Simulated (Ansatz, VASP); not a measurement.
# One calculation of FeSi, two programs

```xyz
8
Lattice="4.4030 0.0000 0.0000 0.0000 4.4030 0.0000 0.0000 0.0000 4.4030" Properties=species:S:1:pos:R:3 pbc="T T T"
Fe    0.6046    0.6046    0.6046
Fe    1.5969    3.7984    2.8062
Fe    2.8062    1.5969    3.7984
Fe    3.7984    2.8062    1.5969
Si    3.7044    3.7044    3.7044
Si    2.9002    0.6987    1.5028
Si    1.5028    2.9002    0.6987
Si    0.6987    1.5028    2.9002
```

Alike in both runs: functional PBE; k mesh 8 × 8 × 8; occupations gaussian, width 0.01 eV; no spin polarisation.

Ansatz relaxed the structure, and its values are those at the end. VASP's run is a single point on that final structure, the one shown.

```csv
,VASP,Ansatz
version,VASP 6.6.1,Ansatz 0.2.0
potentials or method,"VASP PAW PBE potentials, release 64 (Fe, Si), cutoff 520 eV","scalar-relativistic, plane waves, PAW"
valence electrons in the cell,48,80
```

|  | VASP | Ansatz | Ansatz less VASP |
| --- | --- | --- | --- |
| gap on the k mesh at the Fermi level (eV) | 0.16 | 0.17 | +0.006 |
| least direct gap on the mesh (eV) | 0.17 | 0.18 | +0.005 |
| pressure (GPa) | 7.4 | 7.1 | -0.23 |
| rms of the force components (eV/Å) | 0.015 | 0.001 | -0.0144 |

VASP's potentials hold 48 valence electrons a cell and Ansatz's 80, so a difference there can come from the potentials and not from the codes. Ansatz's warnings: stress scf threshold loose.
